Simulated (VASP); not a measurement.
Input of a VASP 6.6.1 run:

POSCAR

```
MoS2
1.0
    3.2052136244      0.0000000000      0.0000000000
   -1.6026068122      2.7757964233      0.0000000000
    0.0000000000      0.0000000000     17.4494019708
Mo S
1 2
Direct
    0.0000000000      0.0000000000      0.0000000000
    0.3333333333      0.6666666667      0.9105070200
    0.3333333333      0.6666666667      0.0894929800
```

Contents of INCAR.step1:

```
SYSTEM = MoS2
ALGO     = Normal         ! electronic algorithm
EDIFF    = 1E-4           ! SCF threshold, eV
ENCUT    = 520            ! plane-wave cutoff, eV
GGA      = PE             ! functional
ISMEAR   = -1             ! smearing method
LASPH    = .True.         ! aspherical terms in the spheres
LCHARG   = .False.        ! write CHGCAR
LREAL    = .False.        ! projectors in reciprocal space
LWAVE    = .True.         ! write WAVECAR
NBANDS   = 20             ! bands
NELM     = 60             ! most SCF steps
PREC     = Accurate       ! precision mode
SIGMA    = 0.05           ! smearing width, eV
```

The input INCAR.step2:

```
SYSTEM = MoS2
ALGO     = Normal         ! electronic algorithm
EDIFF    = 1E-7           ! SCF threshold, eV
ENCUT    = 520            ! plane-wave cutoff, eV
ISIF     = 2              ! what is computed and relaxed
ISMEAR   = -1             ! smearing method
ISTART   = 1            
LASPH    = .True.         ! aspherical terms in the spheres
LCHARG   = .False.        ! write CHGCAR
LMIXTAU  = .True.       
LREAL    = .False.        ! projectors in reciprocal space
LWAVE    = .False.        ! write WAVECAR
METAGGA  = R2SCAN         ! meta-GGA
NBANDS   = 20             ! bands
NELM     = 60             ! most SCF steps
PREC     = Accurate       ! precision mode
SIGMA    = 0.05           ! smearing width, eV
```

Contents of KPOINTS:

```
k-points
0
Gamma
  10 10 2
  0 0 0
```

Potentials or basis: VASP PAW PBE potentials, release 64 (Mo_sv, S).

Launch:

```sh
$ cat potpaw_PBE.64/Mo_sv/POTCAR potpaw_PBE.64/S/POTCAR > POTCAR
$ cp INCAR.step1 INCAR
$ mpirun -np 1 vasp_std > vasp.out
$ cp INCAR.step2 INCAR
$ mpirun -np 1 vasp_std > vasp.out
```

Problem. Predict the largest force.

Solution. 0.305 eV/Å.

Problem. Estimate the band gap on the k mesh.

Solution. 1.77 eV, indirect (least direct gap 1.98 eV).

Forces in eV/Å, atoms in the order of the input:
```
Mo   0.000  0.000  0.000
S    0.000  0.000  0.305
S    0.000  0.000 -0.305
```

Caveat: the PAW data sets were made with another functional, which shifts forces and pressure a little.
